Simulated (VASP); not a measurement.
# SnPb2O3 (P4/nmm) in VASP: notebook

SnPb2O3 is run at these levels: PBE; tasks: single point, relaxation of cell and atoms.

All numbers are computed with VASP 6.6.1; they aren't measurements. Logs are shortened: lines on timing, memory, paths and dates and some standing lists are left out, and cuts for length are marked.

**1. The cell of the first run**

It takes space group P4/nmm (No. 129, tetragonal). The conventional cell has a = 3.987 Å, b = 3.987 Å, c = 16.408 Å, α = 90.00°, β = 90.00°, γ = 90.00°. Within 3.0 Å of Sn (site symmetry 4mm) lie 4 O at 2.28 Å. Pb (site symmetry 4mm) has 4 O at 2.33 Å within 3.1 Å. Within 3.1 Å of Pb (site symmetry 4mm) lie 4 O at 2.34 Å. Within 3.0 Å of O (site symmetry 2mm) lie 2 Sn at 2.28 Å and 2 Pb at 2.34 Å and 4 O at 2.82 Å. Within 3.1 Å of O (site symmetry -4m2) lie 4 Pb at 2.33 Å and 4 O at 2.82 Å.

**2. Single point, PBE**

Contents of INCAR:

```
SYSTEM = SnPb2O3
  ALGO = Normal
  EDIFF = 1E-6
  ENCUT = 520
  GGA = PE
  ISIF = 2
  ISMEAR = 0
  LASPH = .True.
  LCHARG = .False.
  LREAL = .False.
  LWAVE = .False.
  NBANDS = 72
  NELM = 100
  PREC = Accurate
  SIGMA = 0.02
```

Contents of KPOINTS:

```
k-points
0
Gamma
  8 8 2
  0 0 0
```

Contents of POSCAR:

```
SnPb2O3
1.0
    3.9871019224      0.0000000000      0.0000000000
    0.0000000000      3.9871019224      0.0000000000
    0.0000000000      0.0000000000     16.4079980777
Sn Pb O
2 4 6
Direct
    0.0000000000      0.5000000000      0.7413133022
    0.5000000000      0.0000000000      0.2586866978
    0.0000000000      0.5000000000      0.0740915274
    0.0000000000      0.5000000000      0.4012471742
    0.5000000000      0.0000000000      0.9259084726
    0.5000000000      0.0000000000      0.5987528258
    0.0000000000      0.0000000000      0.6733266439
    0.0000000000      0.0000000000      0.0000000000
    0.0000000000      0.0000000000      0.3266733561
    0.5000000000      0.5000000000      0.6733266439
    0.5000000000      0.5000000000      0.0000000000
    0.5000000000      0.5000000000      0.3266733561
```

Potentials or basis: VASP PAW PBE potentials, release 64 (Sn_d, Pb_d, O).

The run is started by

```sh
cat potpaw_PBE.64/Sn_d/POTCAR potpaw_PBE.64/Pb_d/POTCAR potpaw_PBE.64/O/POTCAR > POTCAR
mpirun -np 1 vasp_std > vasp.out
```

OUTCAR:

```text
SYSTEM = SnPb2O3
   EDIFF = 1E-6
   ENCUT = 520
   GGA = PE
   ISIF = 2
   ISMEAR = 0
   LASPH = .True.
   LREAL = .False.
   NELM = 100
   PREC = Accurate

 ion  position               nearest neighbor table
   1  0.000  0.500  0.741-   7 2.28  10 2.28   7 2.28  10 2.28   6 3.66   6 3.66   6 3.66   6 3.66

   2  0.500  0.000  0.259-   9 2.28  12 2.28  12 2.28   9 2.28   4 3.66   4 3.66   4 3.66   4 3.66

   3  0.000  0.500  0.074-   8 2.33  11 2.33   8 2.33  11 2.33   5 3.72   5 3.72   5 3.72   5 3.72
[... 7 lines left out ...]
   7  0.000  0.000  0.673-   1 2.28   1 2.28   6 2.34   6 2.34
   8  0.000  0.000  0.000-   3 2.33   5 2.33   3 2.33   5 2.33
   9  0.000  0.000  0.327-   2 2.28   2 2.28   4 2.34   4 2.34
  10  0.500  0.500  0.673-   1 2.28   1 2.28   6 2.34   6 2.34
  11  0.500  0.500  0.000-   3 2.33   5 2.33   5 2.33   3 2.33
  12  0.500  0.500  0.327-   2 2.28   2 2.28   4 2.34   4 2.34

  LATTYP: Found a simple tetragonal cell.
 ALAT       =     3.9871019224
 C/A-ratio  =     4.1152692851

  Lattice vectors:

 A1 = (   3.9871019224,   0.0000000000,   0.0000000000)
 A2 = (   0.0000000000,   3.9871019224,   0.0000000000)
 A3 = (   0.0000000000,   0.0000000000,  16.4079980777)

Analysis of symmetry for initial positions (statically):
=====================================================================
 Subroutine PRICEL returns:
 Original cell was already a primitive cell.

 Routine SETGRP: Setting up the symmetry group for a
 simple tetragonal supercell.

 Subroutine GETGRP returns: Found 16 space group operations
 (whereof  8 operations were pure point group operations)
 out of a pool of 16 trial point group operations.

The static configuration has the point symmetry D_2d.
 The point group associated with its full space group is D_4h.

Analysis of symmetry for dynamics (positions and initial velocities):
=====================================================================
 Subroutine PRICEL returns:
 Original cell was already a primitive cell.

 Routine SETGRP: Setting up the symmetry group for a
 simple tetragonal supercell.

 Subroutine GETGRP returns: Found 16 space group operations
 (whereof  8 operations were pure point group operations)
 out of a pool of 16 trial point group operations.

The dynamic configuration has the point symmetry D_2d.
 The point group associated with its full space group is D_4h.

 Subroutine INISYM returns: Found 16 space group operations
 (whereof  8 operations are pure point group operations),
 and found     1 'primitive' translations

----------------------------------------------------------------------------------------

                                     Primitive cell
[... 128 lines left out ...]
   IALGO  =     38    algorithm
   IMIX   =      4    mixing-type and parameters
     AMIX     =   0.40;   BMIX     =  1.00
     AMIX_MAG =   1.60;   BMIX_MAG =  1.00
  volume/ion in A,a.u.               =      21.74       146.68
  Fermi-wavevector in a.u.,A,eV,Ry     =   1.263800  2.388236 21.731109  1.597191
  Thomas-Fermi vector in A             =   2.397139
   LORBIT       =      0    0 simple, 1 ext, 2 COOP (PROOUT), +10 PAW based schemes
   GGA     = PE    functional components
   LHFCALC =     F    Hartree Fock is set to
   AEXX    =    0.0000 exact exchange contribution
   IVDW    =     0    specifies the selected vdW correction
   LEPSILON=     F    determine dielectric tensor
   LRPA    =     F    only Hartree local field effects (RPA)
 non-spin polarized calculation
 Gauss-broadening in eV      SIGMA  =   0.02
  energy-cutoff  :      520.00
  volume of cell :      260.84
 maximum number of plane-waves:      7086
 NGX is ok and might be reduce to    30
   NGX = 15   NGY = 15   NGZ = 61

 number of electron     120.0000001 magnetization

 Free energy of the ion-electron system (eV)
  ---------------------------------------------------
  ext. energy  EPLUGINS =         0.00000000
  ---------------------------------------------------
  free energy    TOTEN  =       -65.63154045 eV

  energy without entropy =      -65.63154045  energy(sigma->0) =      -65.63154045

 E-fermi :   4.7513     XC(G=0):  -9.2255

 val. band max:        4.5900143709   @ k =   0.1250   0.0000   0.0000
 cond. band min:       5.6922236659   @ k =   0.0000   0.0000   0.5000
 fundamental gap:      1.1022092950
 Fermi energy:         4.7512810364

 k-point     1 :       0.0000    0.0000    0.0000
  band No.  band energies     occupation
      1     -16.5884      2.00000
      2     -16.5883      2.00000
      3     -16.3860      2.00000
      4     -16.3860      2.00000
      5     -16.3860      2.00000
      6     -16.3860      2.00000
[... 1789 lines left out ...]
     71      10.3094      0.00000
     72      10.3138      0.00000

 [... further k-points ...]

------------------------ aborting loop because EDIFF is reached ----------------------------------------

  FORCE on cell =-STRESS in cart. coord.  units (eV):
  Direction    XX          YY          ZZ          XY          YZ          ZX
  --------------------------------------------------------------------------------------
  -------------------------------------------------------------------------------------
  Total        0.1650941      0.1650941      0.1643276      0.0000000      0.0000000      0.0000000
  in kB        1.0140794      1.0140794      1.0093711      0.0000000      0.0000000      0.0000000
  external PRESSURE =       1.0125100 kB  Pullay stress =       0.0000000 kB

 VOLUME and BASIS-vectors are now :
 -----------------------------------------------------------------------------
  energy-cutoff  :      520.00
  volume of cell :      260.84
      direct lattice vectors                 reciprocal lattice vectors
     3.987101922  0.000000000  0.000000000     0.250808738  0.000000000  0.000000000
     0.000000000  3.987101922  0.000000000     0.000000000  0.250808738  0.000000000
     0.000000000  0.000000000 16.407998078     0.000000000  0.000000000  0.060945887

 POSITION                                       TOTAL-FORCE (eV/Angst)
 -----------------------------------------------------------------------------------
      0.00000      1.99355     12.16347        -0.000000      0.000000      0.065031
      1.99355      0.00000      4.24453         0.000000      0.000000     -0.065031
      0.00000      1.99355      1.21569         0.000000      0.000000      0.040909
      0.00000      1.99355      6.58366        -0.000000     -0.000000      0.039770
      1.99355      0.00000     15.19230        -0.000000      0.000000     -0.040909
      1.99355      0.00000      9.82434         0.000000      0.000000     -0.039770
      0.00000      0.00000     11.04794        -0.000000      0.000000     -0.012117
      0.00000      0.00000      0.00000        -0.000000      0.000000      0.000000
      0.00000      0.00000      5.36006        -0.000000      0.000000      0.012117
      1.99355      1.99355     11.04794        -0.000000     -0.000000     -0.012117
      1.99355      1.99355      0.00000        -0.000000     -0.000000      0.000000
      1.99355      1.99355      5.36006         0.000000      0.000000      0.012117
 -----------------------------------------------------------------------------------
    total drift:                                0.000000      0.000000      0.000000

  FREE ENERGIE OF THE ION-ELECTRON SYSTEM (eV)
  ---------------------------------------------------
  free  energy   TOTEN  =       -65.6315404475 eV

  energy  without entropy=      -65.6315404475  energy(sigma->0) =      -65.63154045
```

OSZICAR:

```text
N       E                     dE             d eps       ncg     rms          rms(c)
DAV:   1     0.179807612332E+04    0.17981E+04   -0.55298E+04  4424   0.211E+03
DAV:   2     0.321057740618E+03   -0.14770E+04   -0.14274E+04  4488   0.648E+02
DAV:   3    -0.387601041855E+02   -0.35982E+03   -0.34495E+03  5240   0.293E+02
DAV:   4    -0.780865064962E+02   -0.39326E+02   -0.38867E+02  5488   0.957E+01
DAV:   5    -0.794072857298E+02   -0.13208E+01   -0.13173E+01  5512   0.203E+01    0.211E+01
DAV:   6    -0.656025258332E+02    0.13805E+02   -0.72950E+01  6688   0.531E+01    0.872E+00
DAV:   7    -0.657608778445E+02   -0.15835E+00   -0.10568E+01  5128   0.138E+01    0.506E+00
DAV:   8    -0.656899551382E+02    0.70923E-01   -0.23755E+00  6912   0.735E+00    0.172E+00
DAV:   9    -0.656218391523E+02    0.68116E-01   -0.40926E-01  6552   0.431E+00    0.455E-01
DAV:  10    -0.656304051284E+02   -0.85660E-02   -0.53911E-02  6120   0.134E+00    0.330E-01
DAV:  11    -0.656320428633E+02   -0.16377E-02   -0.78396E-03  5488   0.534E-01    0.218E-01
DAV:  12    -0.656314793273E+02    0.56354E-03   -0.69782E-03  7104   0.395E-01    0.693E-02
DAV:  13    -0.656315389396E+02   -0.59612E-04   -0.10477E-03  6072   0.216E-01    0.390E-02
DAV:  14    -0.656315389629E+02   -0.23259E-07   -0.85626E-05  5864   0.601E-02    0.241E-02
DAV:  15    -0.656315411602E+02   -0.21973E-05   -0.36602E-05  5416   0.380E-02    0.790E-03
DAV:  16    -0.656315404475E+02    0.71275E-06   -0.90793E-06  5280   0.126E-02
   1 F= -.65631540E+02 E0= -.65631540E+02  d E =-.204474E-31
```

Wall time 14 min (1 thread of Intel Xeon 8259CL, shared host); peak memory 0.62 GiB.

What came out:

| Item | Value |
| --- | --- |
| Free energy | -65.6315 eV |
| Pressure | 0.1 GPa |
| Largest force | 0.065 eV/Å |
| Band gap on the k mesh | 1.10 eV (least direct gap 1.12 eV) |

Forces on the atoms (eV/Å):
```
Sn   0.000  0.000  0.065
Sn   0.000  0.000 -0.065
Pb   0.000  0.000  0.041
Pb   0.000  0.000  0.040
Pb   0.000  0.000 -0.041
Pb   0.000  0.000 -0.040
O    0.000  0.000 -0.012
O    0.000  0.000  0.000
O    0.000  0.000  0.012
O    0.000  0.000 -0.012
O    0.000  0.000  0.000
O    0.000  0.000  0.012
```

Caveat: spin-orbit coupling is left out, which moves the levels of the heavy elements.

**3. Relaxation of cell and atoms, PBE**

This run uses another cell than the first one, of 19.54 Å³/atom.

Contents of INCAR:

```
ALGO = Normal ; EDIFF = 1E-7
EDIFFG = -0.04 ; ENCUT = 600
GGA = PE ; IBRION = 2
ISIF = 3 ; ISMEAR = 0
LASPH = True ; LCHARG = False
LREAL = False ; LWAVE = False
NELM = 60 ; NSW = 90
PREC = Accurate ; SIGMA = 0.1
```

Contents of KPOINTS:

```
k-points
0
Gamma
  4 4 1
```

Contents of POSCAR:

```
SnPb2O3
1.0
    3.9461492000      0.0000000000      0.0000000000
    0.0000000000      3.9461492000      0.0000000000
    0.0000000000      0.0000000000     15.0580566800
Sn Pb O
2 4 6
Direct
    0.0000000000      0.5000000000      0.7461666700
    0.5000000000      0.0000000000      0.2538333300
    0.0000000000      0.5000000000      0.0795000000
    0.0000000000      0.5000000000      0.4128333300
    0.5000000000      0.0000000000      0.9205000000
    0.5000000000      0.0000000000      0.5871666700
    0.0000000000      0.0000000000      0.6666666700
    0.0000000000      0.0000000000      0.0000000000
    0.0000000000      0.0000000000      0.3333333300
    0.5000000000      0.5000000000      0.6666666700
    0.5000000000      0.5000000000      0.0000000000
    0.5000000000      0.5000000000      0.3333333300
```

Potentials or basis: VASP PAW PBE potentials, release 64 (Sn_d, Pb_d, O).

The run is started by

```sh
cat potpaw_PBE.64/Sn_d/POTCAR potpaw_PBE.64/Pb_d/POTCAR potpaw_PBE.64/O/POTCAR > POTCAR
mpirun -np 1 vasp_std > vasp.out
```

Run time: 43 min. Hardware: 1 thread of AMD EPYC 7R13, shared host; peak memory 0.43 GiB.

Results (log left out):

- Free energy: -65.6093 eV
- Relaxed volume: 21.44 Å³/atom
- Relaxed cell: a = 3.987 Å, b = 3.987 Å, c = 16.183 Å, α = 90.00°, β = 90.00°, γ = 90.00°
- Space group after relaxing (to 0.1 Å): P4/nmm (No. 129)
- Energy gained by relaxing: 17.8 meV/atom
- Ionic steps: 14
- Pressure after relaxing: 0.1 GPa
- Largest force after relaxing: 0.026 eV/Å
- Band gap on the k mesh: 1.04 eV (least direct gap 1.20 eV)

Forces on the atoms (eV/Å):
```
Sn   0.000  0.000  0.020
Sn   0.000  0.000 -0.020
Pb   0.000  0.000 -0.004
Pb   0.000  0.000 -0.026
Pb   0.000  0.000  0.004
Pb   0.000  0.000  0.026
O    0.000  0.000 -0.005
O    0.000  0.000  0.000
O    0.000  0.000  0.005
O    0.000  0.000 -0.005
O    0.000  0.000  0.000
O    0.000  0.000  0.005
```

Step by step:
```tsv
step	energy change (eV)	largest force (eV/Å)	pressure (GPa)	volume (Å³)
1	0.0000	0.9257	2.06	234.49
2	-0.1179	0.6303	-0.90	243.10
3	-0.1228	0.4869	-0.45	241.62
4	-0.1503	0.2012	0.55	241.28
5	-0.1503	0.1950	0.57	241.27
6	-0.1635	0.1194	0.31	243.60
7	-0.1708	0.1794	-0.03	246.98
8	-0.1840	0.0883	-0.03	248.86
9	-0.2035	0.2034	0.03	254.45
10	-0.2125	0.0579	-0.15	256.69
11	-0.2127	0.0736	-0.18	257.05
12	-0.2111	0.0999	0.49	256.47
13	-0.2136	0.0458	0.06	256.84
14	-0.2141	0.0259	0.06	257.30
```

Final structure:
```cif
data_structure
_symmetry_space_group_name_H-M 'P 1'
_symmetry_Int_Tables_number 1
_cell_length_a 3.9874
_cell_length_b 3.9874
_cell_length_c 16.1830
_cell_angle_alpha 90.000
_cell_angle_beta 90.000
_cell_angle_gamma 90.000
_cell_volume 257.30
loop_
_atom_site_label
_atom_site_type_symbol
_atom_site_fract_x
_atom_site_fract_y
_atom_site_fract_z
_atom_site_occupancy
Sn1 Sn 0.00000 0.50000 0.73830 1
Sn2 Sn 0.50000 0.00000 0.26170 1
Pb1 Pb 0.00000 0.50000 0.07525 1
Pb2 Pb 0.00000 0.50000 0.40642 1
Pb3 Pb 0.50000 0.00000 0.92475 1
Pb4 Pb 0.50000 0.00000 0.59358 1
O1 O 0.00000 0.00000 0.66926 1
O2 O 0.00000 0.00000 0.00000 1
O3 O 0.00000 0.00000 0.33074 1
O4 O 0.50000 0.50000 0.66926 1
O5 O 0.50000 0.50000 0.00000 1
O6 O 0.50000 0.50000 0.33074 1
```

Levels at points of the mesh, in eV from the valence-band top:
| k point | band 57 | band 58 | band 59 | band 60 | band 61 | band 62 | band 63 | band 64 |
| --- | --- | --- | --- | --- | --- | --- | --- | --- |
| (0.00, 0.00, 0.00) | -1.22 | -1.11 | -0.94 | 0.00 | 1.20 | 1.83 | 1.85 | 3.80 |
| (0.50, 0.00, 0.00) | -1.32 | -1.32 | -0.99 | -0.99 | 2.05 | 2.05 | 2.87 | 2.87 |
| (0.50, 0.50, 0.00) | -1.45 | -1.45 | -0.62 | -0.62 | 1.04 | 1.04 | 2.35 | 2.35 |

Caveat: spin-orbit coupling is left out, which moves the levels of the heavy elements. A k mesh can miss the band edges.

**4. Single point, PBE**

This run uses another cell than the first one, of 19.54 Å³/atom.

Contents of INCAR:

```
SYSTEM = SnPb2O3
PREC = Accurate
ENCUT = 520
EDIFF = 1E-7
ISMEAR = 0
SIGMA = 0.1
LREAL = .False.
LASPH = .True.
NELM = 80
ALGO = Normal
ISIF = 2
LWAVE = .False.
LCHARG = .False.
GGA = PE
NBANDS = 72
```

Contents of KPOINTS:

```
regular mesh
0
Gamma
  4 4 1
  0 0 0
```

POSCAR is that of step 3.

The run is started by

```sh
cat potpaw_PBE.64/Sn_d/POTCAR potpaw_PBE.64/Pb_d/POTCAR potpaw_PBE.64/O/POTCAR > POTCAR
mpirun -np 1 vasp_std > vasp.out
```

It took 2.4 min on 1 thread of Intel Xeon 6975P-C (Granite Rapids), shared host; peak memory 0.34 GiB.

Results (log left out):

```
Free energy            : -65.3813 eV
Pressure               : 2.1 GPa
Largest force          : 0.924 eV/Å
Band gap on the k mesh : 0.77 eV (least direct gap 1.68 eV)
```

Forces in eV/Å, atoms in the order of the input:
```
Sn   0.000  0.000 -0.924
Sn   0.000  0.000  0.924
Pb   0.000  0.000  0.428
Pb   0.000  0.000  0.290
Pb   0.000  0.000 -0.428
Pb   0.000  0.000 -0.290
O    0.000  0.000  0.644
O    0.000  0.000  0.000
O    0.000  0.000 -0.644
O    0.000  0.000  0.644
O    0.000  0.000  0.000
O    0.000  0.000 -0.644
```

Stress tensor (GPa, compression positive):
```
2.42 0.00 0.00
0.00 2.42 0.00
0.00 0.00 1.46
```

Levels at points of the mesh, in eV from the valence-band top:
```
           k point  band 57  band 58  band 59  band 60  band 61  band 62  band 63  band 64
(0.00, 0.00, 0.00)    -1.62    -0.95    -0.93     0.00     1.68     1.94     2.21     3.70
(0.50, 0.00, 0.00)    -1.50    -1.50    -1.24    -1.24     2.65     2.65     2.89     2.89
(0.50, 0.50, 0.00)    -1.56    -1.56    -0.99    -0.99     0.77     0.77     2.10     2.10
```

Caveat: spin-orbit coupling is left out, which moves the levels of the heavy elements. A k mesh can miss the band edges.

(Continued in part 2 of 2.)
